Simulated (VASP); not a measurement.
# HfB (Pm-3m) in VASP: single point with PBE

Aim: the single point of HfB with PBE.

Everything below comes from runs of VASP 6.6.1. Logs are shortened: lines on timing, memory, paths and dates and some standing lists are left out, and cuts for length are marked.

## (1) The cell of the first run

Symmetry: Pm-3m, No. 221, cubic system. Conventional cell: a = 2.910 Å, b = 2.910 Å, c = 2.910 Å, α = 90.00°, β = 90.00°, γ = 90.00°. Hf (site symmetry m-3m) has 8 B at 2.52 Å and 6 Hf at 2.91 Å within 3.3 Å. Within 3.3 Å of B (site symmetry m-3m) lie 8 Hf at 2.52 Å and 6 B at 2.91 Å.

## (2) Single point, PBE

INCAR reads:

```
PREC     = Accurate       # precision mode
ENCUT    = 520            # plane-wave cutoff, eV
EDIFF    = 1E-6           # SCF threshold, eV
ISMEAR   = 0              # smearing method
SIGMA    = 0.15           # smearing width, eV
LREAL    = F              # projectors in reciprocal space
LASPH    = T              # aspherical terms in the spheres
NELM     = 100            # most SCF steps
ALGO     = Normal         # electronic algorithm
ISIF     = 2              # what is computed and relaxed
LWAVE    = F              # write WAVECAR
LCHARG   = F              # write CHGCAR
GGA      = PE             # functional
NBANDS   = 14             # bands
```

KPOINTS reads:

```
regular mesh
0
Gamma
  20 20 20
```

POSCAR reads:

```
HfB
1.0
   -0.9701392084      1.9402784168      1.9402784168
    1.9402784168     -0.9701392084      1.9402784168
    1.9402784168      1.9402784168     -0.9701392084
Hf B
1 1
Direct
    0.5000000000      0.5000000000      0.5000000000
    0.0000000000      0.0000000000      0.0000000000
```

Potentials or basis: VASP PAW PBE potentials, release 64 (Hf_pv, B).

On the command line:

```bash
$ cat potpaw_PBE.64/Hf_pv/POTCAR potpaw_PBE.64/B/POTCAR > POTCAR
$ mpirun -np 1 vasp_std > vasp.out
```

OUTCAR:

```text
PREC = Accurate
   ENCUT = 520
   EDIFF = 1E-6
   ISMEAR = 0
   LREAL = F
   LASPH = T
   NELM = 100
   ISIF = 2
   GGA = PE

 ion  position               nearest neighbor table
   1  0.500  0.500  0.500-   2 2.52   2 2.52   2 2.52   2 2.52   2 2.52   2 2.52   2 2.52   2 2.52

   2  0.000  0.000  0.000-   1 2.52   1 2.52   1 2.52   1 2.52   1 2.52   1 2.52   1 2.52   1 2.52

  LATTYP: Found a simple cubic cell.
 ALAT       =     2.9104176252

  Lattice vectors:

 A1 = (  -0.9701392084,   1.9402784168,   1.9402784168)
 A2 = (   1.9402784168,  -0.9701392084,   1.9402784168)
 A3 = (   1.9402784168,   1.9402784168,  -0.9701392084)

Analysis of symmetry for initial positions (statically):
=====================================================================
 Subroutine PRICEL returns:
 Original cell was already a primitive cell.

 Routine SETGRP: Setting up the symmetry group for a
 simple cubic supercell.

 Subroutine GETGRP returns: Found 48 space group operations
 (whereof 48 operations were pure point group operations)
 out of a pool of 48 trial point group operations.

The static configuration has the point symmetry O_h .

Analysis of symmetry for dynamics (positions and initial velocities):
=====================================================================
 Subroutine PRICEL returns:
 Original cell was already a primitive cell.

 Routine SETGRP: Setting up the symmetry group for a
 simple cubic supercell.

 Subroutine GETGRP returns: Found 48 space group operations
 (whereof 48 operations were pure point group operations)
 out of a pool of 48 trial point group operations.

The dynamic configuration has the point symmetry O_h .

 Subroutine INISYM returns: Found 48 space group operations
 (whereof 48 operations are pure point group operations),
 and found     1 'primitive' translations

----------------------------------------------------------------------------------------

                                     Primitive cell

  volume of cell :      24.6528

  direct lattice vectors                    reciprocal lattice vectors
    -0.970139208  1.940278417  1.940278417    -0.114531100  0.229062201  0.229062201
     1.940278417 -0.970139208  1.940278417     0.229062201 -0.114531100  0.229062201
     1.940278417  1.940278417 -0.970139208     0.229062201  0.229062201 -0.114531100

  length of vectors
     2.910417625  2.910417625  2.910417625     0.343593301  0.343593301  0.343593301

  position of ions in fractional coordinates (direct lattice)
     0.500000000  0.500000000  0.500000000
     0.000000000  0.000000000  0.000000000

  ion indices of the primitive-cell ions
   primitive index   ion index
                 1           1
                 2           2

----------------------------------------------------------------------------------------

 KPOINTS: regular mesh

Automatic generation of k-mesh.
 Grid dimensions read from file:
 generate k-points for:   20   20   20

 Generating k-lattice:

  Cartesian coordinates                     Fractional coordinates (reciprocal lattice)
    -0.005726555  0.011453110  0.011453110     0.050000000  0.000000000  0.000000000
     0.011453110 -0.005726555  0.011453110     0.000000000  0.050000000  0.000000000
     0.011453110  0.011453110 -0.005726555     0.000000000  0.000000000  0.050000000

  Length of vectors
     0.017179665  0.017179665  0.017179665

  Shift w.r.t. Gamma in fractional coordinates (k-lattice)
     0.000000000  0.000000000  0.000000000

 Subroutine IBZKPT returns following result:
 ===========================================

 Found    286 irreducible k-points:

 Following reciprocal coordinates:
            Coordinates               Weight
  0.000000  0.000000  0.000000      1.000000
  0.050000  0.000000  0.000000      6.000000
  0.100000  0.000000  0.000000      6.000000
  0.150000  0.000000  0.000000      6.000000
  0.200000  0.000000  0.000000      6.000000
  0.250000  0.000000  0.000000      6.000000
[... 16 lines left out ...]
  0.150000  0.100000  0.000000     24.000000
  0.200000  0.100000  0.000000     24.000000
 [... further k-points ...]
   k-points           NKPTS =    286   k-points in BZ     NKDIM =    286   number of bands    NBANDS=     14
   number of dos      NEDOS =    301   number of ions     NIONS =      2
   total plane-waves  NPLWV =  13824
   dimension x,y,z NGX =    24 NGY =   24 NGZ =   24
   dimension x,y,z NGXF=    48 NGYF=   48 NGZF=   48
   ions per type =               1   1
   NGX,Y,Z   is equivalent  to a cutoff of  13.71, 13.71, 13.71 a.u.
   NGXF,Y,Z  is equivalent  to a cutoff of  27.42, 27.42, 27.42 a.u.
 SYSTEM =  unknown system
   PREC   = accura    normal or accurate (medium, high low for compatibility)
   ISTART =      0    job   : 0-new  1-cont  2-samecut
   ICHARG =      2    charge: 1-file 2-atom 10-const
   ISPIN  =      1    spin polarized calculation?
   LNONCOLLINEAR =      F non collinear calculations
   LSORBIT =      F    spin-orbit coupling
   LASPH  =      T    aspherical Exc in radial PAW
   ENCUT  =  520.0 eV  38.22 Ry    6.18 a.u.   5.41  5.41  5.41*2*pi/ulx,y,z
   NELM   =    100;   NELMIN=  2; NELMDL= -5     # of ELM steps
   EDIFF  = 0.1E-05   stopping-criterion for ELM
   LREAL  =      F    real-space projection
   EDIFFG = 0.1E-04   stopping-criterion for IOM
   NSW    =      0    number of steps for IOM
   IBRION =     -1    ionic relax: 0-MD 1-quasi-New 2-CG
   NFREE  =      0    steps in history (QN), initial steepest desc. (CG)
   ISIF   =      2    stress and relaxation
   ISYM   =      2    0-nonsym 1-usesym 2-fastsym
   POTIM  = 0.5000    time-step for ionic-motion
   TEBEG  =    0.0;   TEEND  =   0.0 temperature during run
   PSTRESS=    0.0 pullay stress
   NELECT =      13.0000    total number of electrons
   NUPDOWN=      -1.0000    fix difference up-down
   EMIN   =  10.00;   EMAX   =-10.00  energy-range for DOS
   EFERMI =   0.00;   METHOD = LEGACY
   ISMEAR =     0;   SIGMA  =   0.15  broadening in eV -4-tet -1-fermi 0-gaus
   EFERMI_NEDOS =   21; number of points for ismear=-14 and -15
   IALGO  =     38    algorithm
   IMIX   =      4    mixing-type and parameters
     AMIX     =   0.40;   BMIX     =  1.00
     AMIX_MAG =   1.60;   BMIX_MAG =  1.00
  volume/ion in A,a.u.               =      12.33        83.18
  Fermi-wavevector in a.u.,A,eV,Ry     =   1.322617  2.499383 23.800871  1.749315
  Thomas-Fermi vector in A             =   2.452285
   LORBIT       =      0    0 simple, 1 ext, 2 COOP (PROOUT), +10 PAW based schemes
   GGA     = PE    functional components
   LHFCALC =     F    Hartree Fock is set to
   AEXX    =    0.0000 exact exchange contribution
   IVDW    =     0    specifies the selected vdW correction
   LEPSILON=     F    determine dielectric tensor
   LRPA    =     F    only Hartree local field effects (RPA)
 non-spin polarized calculation
 Gauss-broadening in eV      SIGMA  =   0.15
  energy-cutoff  :      520.00
  volume of cell :       24.65
 maximum number of plane-waves:       691
 NGX is ok and might be reduce to    24
   NGX = 11   NGY = 11   NGZ = 11

 number of electron      13.0000004 magnetization

 Free energy of the ion-electron system (eV)
  ---------------------------------------------------
  ext. energy  EPLUGINS =         0.00000000
  ---------------------------------------------------
  free energy    TOTEN  =       -16.19835669 eV

  energy without entropy =      -16.17196037  energy(sigma->0) =      -16.18515853

 E-fermi :   6.8799     XC(G=0): -12.3854

 val. band max:        6.8764712172   @ k =   0.3500   0.1500   0.1000
 cond. band min:       6.8861712492   @ k =   0.4500   0.1500   0.0500
 fundamental gap:      0.0097000320
 Fermi energy:         6.8798689372

 k-point     1 :       0.0000    0.0000    0.0000
  band No.  band energies     occupation
      1     -23.0445      2.00000
      2     -23.0445      2.00000
      3     -23.0445      2.00000
      4      -4.4804      2.00000
      5       4.6356      2.00000
      6       4.6356      2.00000
      7       9.3355      0.00000
      8       9.3355      0.00000
      9       9.3355      0.00000
     10      12.7213      0.00000
     11      12.7213      0.00000
     12      12.7213      0.00000
     13      17.4997      0.00000
     14      20.3306      0.00000

 k-point     2 :       0.0500    0.0000    0.0000
  band No.  band energies     occupation
      1     -23.0721      2.00000
      2     -23.0420      2.00000
      3     -23.0420      2.00000
      4      -4.4202      2.00000
      5       4.6361      2.00000
      6       4.6610      2.00000
      7       9.2062      0.00000
      8       9.2062      0.00000
      9       9.2939      0.00000
     10      12.7349      0.00000
     11      12.8500      0.00000
     12      12.8500      0.00000
     13      17.5867      0.00000
     14      20.3309      0.00000

 k-point     3 :       0.1000    0.0000    0.0000
  band No.  band energies     occupation
      1     -23.1514      2.00000
      2     -23.0348      2.00000
      3     -23.0348      2.00000
      4      -4.2430      2.00000
      5       4.6070      2.00000
      6       4.7359      2.00000
      7       8.8727      0.00000
      8       8.8727      0.00000
      9       9.2260      0.00000
     10      12.7746      0.00000
     11      13.1858      0.00000
     12      13.1858      0.00000
     13      17.8128      0.00000
     14      20.3319      0.00000
[... 324 lines left out ...]
 k-point    23 :       0.1500    0.1000    0.0000
  band No.  band energies     occupation
      1     -23.2625      2.00000
      2     -23.1277      2.00000
      3     -23.0139      2.00000
      4      -3.7327      2.00000
      5       4.5823      2.00000
      6       4.8355      2.00000
      7       7.6931      0.00000
      8       8.3060      0.00000
      9       9.8151      0.00000
     10      12.2065      0.00000
     11      13.5766      0.00000
     12      14.3996      0.00000
     13      18.4189      0.00000
     14      20.3344      0.00000

 k-point    24 :       0.2000    0.1000    0.0000
  band No.  band energies     occupation
      1     -23.4107      2.00000
      2     -23.1128      2.00000
      3     -22.9998      2.00000
      4      -3.3624      2.00000
      5       4.2503      2.00000
      6       4.9885      2.00000
      7       7.4108      0.00000
      8       7.9444      0.00000
      9      10.0415      0.00000
     10      12.1909      0.00000
     11      13.9202      0.00000
     12      14.8460      0.00000
     13      18.6421      0.00000
     14      20.2496      0.00000

 [... further k-points ...]

------------------------ aborting loop because EDIFF is reached ----------------------------------------

  FORCE on cell =-STRESS in cart. coord.  units (eV):
  Direction    XX          YY          ZZ          XY          YZ          ZX
  --------------------------------------------------------------------------------------
  -------------------------------------------------------------------------------------
  Total        2.6167348      2.6167348      2.6167348     -0.0000000     -0.0000000     -0.0000000
  in kB      170.0608527    170.0608527    170.0608527     -0.0000000     -0.0000000     -0.0000000
  external PRESSURE =     170.0608527 kB  Pullay stress =       0.0000000 kB

 VOLUME and BASIS-vectors are now :
 -----------------------------------------------------------------------------
  energy-cutoff  :      520.00
  volume of cell :       24.65
      direct lattice vectors                 reciprocal lattice vectors
    -0.970139208  1.940278417  1.940278417    -0.114531100  0.229062201  0.229062201
     1.940278417 -0.970139208  1.940278417     0.229062201 -0.114531100  0.229062201
     1.940278417  1.940278417 -0.970139208     0.229062201  0.229062201 -0.114531100

 POSITION                                       TOTAL-FORCE (eV/Angst)
 -----------------------------------------------------------------------------------
      1.45521      1.45521      1.45521         0.000000     -0.000000     -0.000000
      0.00000      0.00000      0.00000        -0.000000      0.000000      0.000000
 -----------------------------------------------------------------------------------
    total drift:                               -0.000000     -0.000000      0.000000

  FREE ENERGIE OF THE ION-ELECTRON SYSTEM (eV)
  ---------------------------------------------------
  free  energy   TOTEN  =       -16.1983566922 eV

  energy  without entropy=      -16.1719603743  energy(sigma->0) =      -16.18515853
```

It took 43 s on 1 thread of Intel Xeon 6975P-C, shared host; peak memory 0.22 GiB.

What came out:

- Free energy: -16.1984 eV
- Pressure: 17.0 GPa

Caveat: spin-orbit coupling is left out, which moves the levels of the heavy elements.
